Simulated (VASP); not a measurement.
Wanted: the native input for a VASP 6.6.1 run.

| Quantity | Value |
| --- | --- |
| Task | single point |
| Functional | PBE |
| Potentials or basis | VASP PAW PBE potentials, release 64 (Sb) |
| Cutoff | 520 eV |
| k mesh | 14 × 14 × 14 |
| Occupations | fermi-dirac, width 0.0612256 eV |
| Spin | no spin polarisation |
| Dipole correction | no |
| Further INCAR settings | ALGO = Normal; EDIFF = 1e-06; NBANDS = 12 |

The structure of Sb lies in POSCAR:

```
Sb
1.0
    0.0000000000      3.5659426387      3.5659426387
    3.5659426387      0.0000000000      3.5659426387
    3.5659426387      3.5659426387      0.0000000000
Sb
2
Direct
    0.0000000000      0.0000000000      0.0000000000
    0.2500000000      0.2500000000      0.2500000000
```

The input as run:

INCAR

```
PREC     = Accurate       # precision mode
ENCUT    = 520            # plane-wave cutoff, eV
EDIFF    = 1E-6           # SCF threshold, eV
ISMEAR   = -1             # smearing method
SIGMA    = 0.06122561905347299 # smearing width, eV
LREAL    = False          # projectors in reciprocal space
LASPH    = True           # aspherical terms in the spheres
NELM     = 100            # most SCF steps
ALGO     = Normal         # electronic algorithm
ISIF     = 2              # what is computed and relaxed
LWAVE    = False          # write WAVECAR
LCHARG   = False          # write CHGCAR
GGA      = PE             # functional
NBANDS   = 12             # bands
```

KPOINTS

```
Automatic mesh
0
Gamma
  14 14 14
```

Potentials or basis: VASP PAW PBE potentials, release 64 (Sb).

Command:

```sh
$ cat potpaw_PBE.64/Sb/POTCAR > POTCAR
$ mpirun -np 1 vasp_std > vasp.out
```

It gave:

| Item | Value |
| --- | --- |
| Pressure | -1.7 GPa |
| Band gap on the k mesh | zero (band 5 reaches 3.93 eV, above the bottom of band 6 at 2.96 eV) |

Caveat: spin-orbit coupling is left out, which moves the levels of the heavy elements.

Run time: 90 s on 1 thread of AMD EPYC 7R43 64-Core Processor (Zen 3), with other jobs on the host, peak memory 0.25 GiB.
